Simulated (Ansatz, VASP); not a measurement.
TaN: VASP beside Ansatz

```
CELL_PARAMETERS angstrom
3.06819 0.00000 0.00000
-1.53409 2.65713 0.00000
0.00000 0.00000 4.95057
ATOMIC_POSITIONS crystal
Ta 0.00000 0.00000 0.00000
Ta 0.00000 0.00000 0.50000
N 0.33333 0.66667 0.25000
N 0.66667 0.33333 0.75000
```

Change from the starting cell: volume scaled by 1.02.

Alike in both runs: task single point; functional PBEsol; k mesh 9 × 9 × 5; occupations fermi-dirac, width 0.01 eV; no spin polarisation.

|  | VASP | Ansatz |
| --- | --- | --- |
| version | VASP 6.6.1 | Ansatz 0.2.0 |
| potentials or method | VASP PAW PBE potentials, release 64 (Ta_pv, N), cutoff 520 eV | all-electron LAPW, scalar-relativistic |

|  | VASP | Ansatz | Ansatz less VASP |
| --- | --- | --- | --- |
| pressure (GPa) | 40.1 | 38.2 | -1.88 |
| traceless stress, the component that is largest in VASP (GPa) | 52.69 | 52.10 | -0.599 |

VASP's potentials were made for PBE, not for PBEsol. Both programs put the cell under a high pressure, so it lies far from rest at this level. Ansatz ran all-electron here, and VASP with PAW potentials.

Spin-orbit coupling is off throughout.
